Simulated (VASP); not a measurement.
**Ga16P16H (a cell with a defect): relaxation of the atoms with PBE**

System: Ga16P16H (a cell with a defect).

```
Ga P H
1.0
     5.50512    5.50512   -5.50512
    -5.50512   -5.50512   -5.50512
    -5.50512    5.50512    5.50512
Ga P H
16 16 1
Direct
  0.25175 0.50000 0.25175
  0.50000 0.25000 0.25000
  0.75000 0.00000 0.25000
  0.74825 0.50000 0.74825
  0.00000 0.50000 0.49956
  0.25000 0.25000 0.50000
  0.50044 0.00044 0.50044
  0.75000 0.75000 0.50000
  0.00000 0.75175 0.25175
  0.49956 0.50000 0.00000
  0.74825 0.24825 0.00000
  0.00000 0.24825 0.74825
  0.25000 0.00000 0.75000
  0.50000 0.75000 0.75000
  0.00000 0.99956 0.00000
  0.25175 0.75175 0.00000
  0.24730 0.50000 0.00000
  0.49937 0.24924 0.00000
  0.74924 0.99937 0.00000
  0.74924 0.50000 0.49937
  0.00000 0.50000 0.24730
  0.25076 0.25013 0.25076
  0.50063 0.00063 0.24987
  0.75013 0.75076 0.25076
  0.00000 0.74730 0.00000
  0.49937 0.50000 0.74924
  0.75270 0.25270 0.75270
  0.00000 0.24924 0.49937
  0.24987 0.00063 0.50063
  0.50063 0.74987 0.50063
  0.00000 0.99937 0.74924
  0.25076 0.75076 0.75013
  0.00000 0.50000 0.00000
```

This cell differs from its parent crystal: with an interstitial atom.

```json
{"Program": "VASP 6.6.1", "Task": "relaxation of the atoms", "Functional": "PBE", "Potentials or basis": "VASP PAW PBE potentials, release 64 (Ga_d, P, H)", "Cutoff": "520 eV", "k mesh": "1 × 1 × 1", "Occupations": "gaussian, width 0.01 eV", "Spin": "no spin polarisation", "Dipole correction": "no", "Charge": "1", "Further INCAR settings": "LREAL = Auto; ALGO = Normal; EDIFF = 1e-06; IBRION = 2; EDIFFG = -0.025; NSW = 65; NELECT = 288.0"}
```

The energy gained by relaxing is 0.2 meV/atom. The ionic steps are 5. The largest force after relaxing is 0.020 eV/Å.

Forces in eV/Å, atoms in the order of the input:
```
Ga   0.000  0.002  0.000
Ga   0.000  0.000  0.000
Ga   0.000  0.000  0.000
Ga   0.000 -0.002  0.000
Ga   0.005 -0.005 -0.005
Ga   0.000  0.000  0.000
Ga  -0.005  0.005 -0.005
Ga   0.000  0.000  0.000
Ga  -0.002  0.000  0.000
Ga  -0.005 -0.005  0.005
Ga   0.000  0.000  0.002
Ga   0.002  0.000  0.000
Ga   0.000  0.000  0.000
Ga   0.000  0.000  0.000
Ga   0.005  0.005  0.005
Ga   0.000  0.000 -0.002
P   -0.004 -0.004  0.004
P   -0.014 -0.014 -0.002
P    0.014  0.014 -0.002
P    0.014  0.002 -0.014
P    0.004 -0.004 -0.004
P    0.014 -0.002  0.014
P   -0.014  0.014  0.002
P    0.002 -0.014  0.014
P    0.004  0.004  0.004
P   -0.014  0.002  0.014
P   -0.004  0.004 -0.004
P   -0.002 -0.014 -0.014
P    0.002  0.014 -0.014
P   -0.014 -0.002 -0.014
P   -0.002  0.014  0.014
P    0.014 -0.014  0.002
H    0.000  0.000  0.000
```

Step by step:
```csv
step,energy change (eV),largest force (eV/Å),pressure (GPa)
1,0.0000,0.1590,-1.73
2,-0.0035,0.0641,-1.72
3,-0.0041,0.0493,-1.69
4,-0.0047,0.0323,-1.69
5,-0.0050,0.0198,-1.70
```

Final structure:
```cif
data_structure
_symmetry_space_group_name_H-M 'P 1'
_symmetry_Int_Tables_number 1
_cell_length_a 9.5351
_cell_length_b 9.5351
_cell_length_c 9.5351
_cell_angle_alpha 109.471
_cell_angle_beta 109.471
_cell_angle_gamma 109.471
_cell_volume 667.36
loop_
_atom_site_label
_atom_site_type_symbol
_atom_site_fract_x
_atom_site_fract_y
_atom_site_fract_z
_atom_site_occupancy
Ga1 Ga 0.25189 0.50000 0.25189 1
Ga2 Ga 0.50000 0.25000 0.25000 1
Ga3 Ga 0.75000 0.00000 0.25000 1
Ga4 Ga 0.74811 0.50000 0.74811 1
Ga5 Ga 0.00000 0.50000 0.49914 1
Ga6 Ga 0.25000 0.25000 0.50000 1
Ga7 Ga 0.50086 0.00086 0.50086 1
Ga8 Ga 0.75000 0.75000 0.50000 1
Ga9 Ga 0.00000 0.75189 0.25189 1
Ga10 Ga 0.49914 0.50000 0.00000 1
Ga11 Ga 0.74811 0.24811 0.00000 1
Ga12 Ga 0.00000 0.24811 0.74811 1
Ga13 Ga 0.25000 0.00000 0.75000 1
Ga14 Ga 0.50000 0.75000 0.75000 1
Ga15 Ga 0.00000 0.99914 0.00000 1
Ga16 Ga 0.25189 0.75189 0.00000 1
P1 P 0.24559 0.50000 0.00000 1
P2 P 0.49933 0.24897 0.00000 1
P3 P 0.74897 0.99933 0.00000 1
P4 P 0.74897 0.50000 0.49933 1
P5 P 0.00000 0.50000 0.24559 1
P6 P 0.25103 0.25036 0.25103 1
P7 P 0.50067 0.00067 0.24964 1
P8 P 0.75036 0.75103 0.25103 1
P9 P 0.00000 0.74559 0.00000 1
P10 P 0.49933 0.50000 0.74897 1
P11 P 0.75441 0.25441 0.75441 1
P12 P 0.00000 0.24897 0.49933 1
P13 P 0.24964 0.00067 0.50067 1
P14 P 0.50067 0.74964 0.50067 1
P15 P 0.00000 0.99933 0.74897 1
P16 P 0.25103 0.75103 0.75036 1
H1 H 0.00000 0.50000 0.00000 1
```

Levels at points of the mesh, in eV from the Fermi level:
| k point | band 141 | band 142 | band 143 | band 144 | band 145 | band 146 | band 147 | band 148 | band 149 | band 150 |
| --- | --- | --- | --- | --- | --- | --- | --- | --- | --- | --- |
| (0.00, 0.00, 0.00) | -1.14 | -0.01 | -0.01 | -0.01 | 0.00 | 1.58 | 1.73 | 1.73 | 1.73 | 1.89 |

It took 33 min on 1 thread of Intel Xeon 8259CL, with other jobs on the host, peak memory 0.85 GiB.

Caveat: the k points lie up to 0.81 Å⁻¹ apart, too coarse for converged energies, forces and pressures; the cell carries a net charge on a neutralising background, which shifts energy and pressure; the cell differs from its parent crystal (with an interstitial atom); the cell is charged against a uniform background, so pressure and absolute levels hang on convention.
